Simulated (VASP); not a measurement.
Here is a VASP 6.6.1 calculation.

File INCAR:

```
PREC = Accurate
ENCUT = 520
EDIFF = 1E-6
ISMEAR = -1
SIGMA = 0.08
LREAL = False
LASPH = True
NELM = 60
ALGO = Normal
ISIF = 2
LWAVE = False
LCHARG = False
GGA = PE
NBANDS = 16
```

File KPOINTS:

```
Automatic mesh
0
Gamma
  9 9 5
```

Contents of POSCAR:

```
Rb
1.0
    5.0419373083      0.0000000000      0.0000000000
   -2.5209686541      4.3664457933      0.0000000000
    0.0000000000      0.0000000000      8.3185565893
Rb
2
Direct
    0.3333333333      0.6666666667      0.2500000000
    0.6666666667      0.3333333333      0.7500000000
```

Potentials or basis: VASP PAW PBE potentials, release 64 (Rb_sv).

The run is started by

```sh
$ cat potpaw_PBE.64/Rb_sv/POTCAR > POTCAR
$ mpirun -np 1 vasp_std > vasp.out
```

Q: Estimate the pressure.

A: 0.0 GPa.

Q: What does it give for the band gap on the k mesh?

A: Zero (bands 9 and 10 overlap by 2.00 eV).
